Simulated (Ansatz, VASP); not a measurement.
**Two plane-wave programs on Ga2O3**

```
Ga O
1.0
     2.42999    1.40296    4.48067
    -2.42999    1.40296    4.48067
     0.00000   -2.80592    4.48067
Ga O
4 6
Direct
  0.35540 0.35540 0.35540
  0.14460 0.14460 0.14460
  0.64460 0.64460 0.64460
  0.85540 0.85540 0.85540
  0.55363 0.94637 0.25000
  0.25000 0.55363 0.94637
  0.94637 0.25000 0.55363
  0.44637 0.05363 0.75000
  0.75000 0.44637 0.05363
  0.05363 0.75000 0.44637
```

Change from the starting cell: strain -0.025 along x and y, +0.000 along z, atoms carried along.

Alike in both runs: task single point; functional r2SCAN; k mesh 6 × 6 × 6; occupations gaussian, width 0.05 eV; no spin polarisation.

|  | VASP | Ansatz |
| --- | --- | --- |
| version | VASP 6.6.1 | Ansatz 0.2.0 |
| potentials or method | VASP PAW PBE potentials, release 64 (Ga_d, O), cutoff 520 eV | scalar-relativistic, plane waves, PAW |
| valence electrons in the cell | 88 | 88 |

```tsv
	VASP	Ansatz	Ansatz less VASP
gap on the k mesh at the Fermi level (eV)	4.12	4.13	+0.009
least direct gap on the mesh (eV)	4.33	4.35	+0.016
pressure (GPa)	16.3	14.0	-2.34
traceless stress, the component that is largest in VASP (GPa)	-6.98	-6.59	+0.391
rms of the force components (eV/Å)	0.101	0.075	-0.0258
```

VASP's potentials were made for PBE, not for r2SCAN. Atom by atom the forces differ by 0.032 eV/Å (rms over components). With one functional, cell and mesh, what is left measures potentials, basis and numerics.
